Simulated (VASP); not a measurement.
A run of VASP 6.6.1:

INCAR

```
SYSTEM = Si3Sb2
ALGO = Normal
EDIFF = 1E-6
ENCUT = 520
GGA = PE
ISIF = 2
ISMEAR = 0
LASPH = .TRUE.
LCHARG = .TRUE.
LELF = .TRUE.
LREAL = .FALSE.
LVHAR = .TRUE.
LWAVE = .FALSE.
NBANDS = 19
NELM = 60
PREC = Accurate
SIGMA = 0.1
```

The input KPOINTS:

```
k-points
0
G
  6 6 4
  0 0 0
```

File POSCAR:

```
Si3Sb2
1.0
    3.9499795594      0.0000000000      0.0000000000
   -1.9749897797      3.4207826428      0.0000000000
    0.0000000000      0.0000000000      9.0881619799
Si Sb
3 2
Direct
    0.0000000000      0.0000000000      0.0000000000
    0.3333333333      0.6666666667      0.4595015944
    0.6666666667      0.3333333333      0.5404984056
    0.3333333333      0.6666666667      0.1680165048
    0.6666666667      0.3333333333      0.8319834952
```

Potentials or basis: VASP PAW PBE potentials, release 64 (Si, Sb).

Run with:

```console
$ cat potpaw_PBE.64/Si/POTCAR potpaw_PBE.64/Sb/POTCAR > POTCAR
$ mpirun -np 1 vasp_std > vasp.out
```

Hardware: 1 thread of Intel Xeon 8259CL, on a shared host.

Q: How long does it take, and how much memory?

A: Run time: 72 s on 1 thread of Intel Xeon 8259CL, on a shared host, peak memory 0.26 GiB. Counts: scf iterations 14, k points 24.
